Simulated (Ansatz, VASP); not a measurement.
**Two plane-wave programs on BN**

POSCAR

```
BN
1.0
   -0.0107435385      1.7525406610      1.7525406610
    1.7525406610     -0.0107435385      1.7525406610
    1.7525406610      1.7525406610     -0.0107435385
B N
1 1
Direct
    0.0000000000      0.0000000000      0.0000000000
    0.5000000000      0.5000000000      0.5000000000
```

Contents of INCAR.step1:

```
SYSTEM = BN
PREC     = Accurate       ! precision mode
ENCUT    = 520            ! plane-wave cutoff, eV
EDIFF    = 1E-5           ! SCF threshold, eV
ISMEAR   = 0              ! smearing method
SIGMA    = 0.01           ! smearing width, eV
LREAL    = .FALSE.        ! projectors in reciprocal space
LASPH    = .TRUE.         ! aspherical terms in the spheres
NELM     = 100            ! most SCF steps
ALGO     = Normal         ! electronic algorithm
ISIF     = 2              ! what is computed and relaxed
LWAVE    = .TRUE.         ! write WAVECAR
LCHARG   = .FALSE.        ! write CHGCAR
NBANDS   = 11             ! bands
GGA      = PE             ! functional
```

INCAR.step2

```
SYSTEM = BN
PREC     = Accurate       ! precision mode
ENCUT    = 520            ! plane-wave cutoff, eV
EDIFF    = 1E-7           ! SCF threshold, eV
ISMEAR   = 0              ! smearing method
SIGMA    = 0.01           ! smearing width, eV
LREAL    = .FALSE.        ! projectors in reciprocal space
LASPH    = .TRUE.         ! aspherical terms in the spheres
NELM     = 100            ! most SCF steps
ALGO     = Normal         ! electronic algorithm
ISIF     = 2              ! what is computed and relaxed
LWAVE    = .FALSE.        ! write WAVECAR
LCHARG   = .FALSE.        ! write CHGCAR
GGA      = PE             ! functional
LHFCALC  = .TRUE.         ! exact exchange
HFSCREEN = 0.2079         ! screening, 1/A
PRECFOCK = Normal       
NBANDS   = 11             ! bands
ISTART   = 1
```

KPOINTS

```
regular mesh
0
G
  8 8 8
  0 0 0
```

Input for Ansatz:

```yaml
crystal:
  lattice:
    - [-0.0107435385, 1.752540661, 1.752540661]
    - [1.752540661, -0.0107435385, 1.752540661]
    - [1.752540661, 1.752540661, -0.0107435385]
  atoms:
    - { symbol: B, position: [0.0, 0.0, 0.0] }
    - { symbol: "N", position: [0.5, 0.5, 0.5] }
kpoints:
  mp_grid: { grid: [8, 8, 8] }
  band_path:
    path:
      - [0.0, 0.0, 0.0]
      - [0.5, 0.0, 0.5]
      - [0.625, 0.25, 0.625]
      - [0.375, 0.375, 0.75]
      - [0.5, 0.5, 0.5]
      - [0.5, 0.25, 0.75]
      - [0.0, 0.166667, -0.167969]
      - [0.0, 0.5, 0.5]
    npoints: 1
hamiltonian:
  xc: hse06
scf:
  occupations: { method: fixed }
  n_extra_bands: 4
output:
  forces: true
  stress: true
  eigenvalues: true
```

Change from the starting cell: epitaxial_111 strain +1.0%.

Alike in both runs: task single point; functional HSE06; k mesh 8 × 8 × 8; no spin polarisation.

|  | VASP | Ansatz |
| --- | --- | --- |
| version | VASP 6.6.1 | Ansatz 0.2.0 |
| potentials or method | VASP PAW PBE potentials, release 64 (B, N) | plane waves, PAW |
| plane-wave cutoff (eV) | 520 | 420 |
| occupations | gaussian, width 0.01 eV | fixed |
| valence electrons in the cell | 8 | 8 |

|  | VASP | Ansatz | Ansatz less VASP |
| --- | --- | --- | --- |
| gap on the k mesh at the Fermi level (eV) | 2.09 | 2.10 | +0.010 |
| pressure (GPa) | -16.0 | -16.2 | -0.24 |
| traceless stress, the component that is largest in VASP (GPa) | 3.87 | 3.86 | -0.010 |

Ansatz's warnings: stress exchange threshold loose, stress scf threshold loose.
